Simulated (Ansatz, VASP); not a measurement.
## Two plane-wave programs on Ba

INCAR

```
PREC = Accurate
ENCUT = 520
EDIFF = 1E-6
ISMEAR = -1
SIGMA = 0.05
LREAL = F
LASPH = T
NELM = 80
ALGO = Normal
ISIF = 2
LWAVE = F
LCHARG = F
GGA = CA
NBANDS = 11
```

Contents of KPOINTS:

```
regular mesh
0
Gamma
  4 4 4
```

File POSCAR:

```
Ba
1.0
    3.9177175405      0.0000000000      0.0000000000
    0.0000000000      3.9177175405      0.0000000000
    0.0000000000      0.0000000000      3.9177175405
Ba
1
Direct
    0.0000000000      0.0000000000      0.0000000000
```

The input input.yaml:

```yaml
crystal:
  lattice:
    - [3.9177175405, 0.0, 0.0]
    - [0.0, 3.9177175405, 0.0]
    - [0.0, 0.0, 3.9177175405]
  atoms:
    - { symbol: Ba, position: [0.0, 0.0, 0.0] }
hamiltonian:
  xc: lda
  pseudopotentials: { kind: paw }
kpoints:
  mp_grid: { grid: [4, 4, 4] }
scf:
  occupations: { method: fermi_dirac, width: 0.05 }
  n_extra_bands: 6
output:
  forces: true
  stress: true
  eigenvalues: true
  dos: { projected: true, de: 0.05, nscf_kmesh: { grid: [6, 6, 6] } }
```

Alike in both runs: functional LDA; k mesh 4 × 4 × 4; occupations fermi-dirac, width 0.05 eV; no spin polarisation.

|  | VASP | Ansatz |
| --- | --- | --- |
| version | VASP 6.6.1 | Ansatz 0.2.0 |
| potentials or method | VASP PAW LDA potentials, release 64 (Ba_sv) | Ansatz PAW |
| plane-wave cutoff (eV) | 520 | 420 |
| valence electrons in the cell | 10 | 10 |
| task | single point | projected density of states |

Ansatz gave:

```
gap on the k mesh at the Fermi level (eV) : none
pressure (GPa)                            : -1.6
```

Task: Estimate VASP's values.

Result: gap on the k mesh at the Fermi level (eV): none; pressure (GPa): -1.5.

LDA's correlation is that of Perdew and Zunger in VASP and of Perdew and Wang (1992) in Ansatz. A gap of «none» marks a metal or a gap that the smearing closes.

The k mesh is coarse, so the values compare programs but aren't converged. Spin-orbit coupling is off throughout.
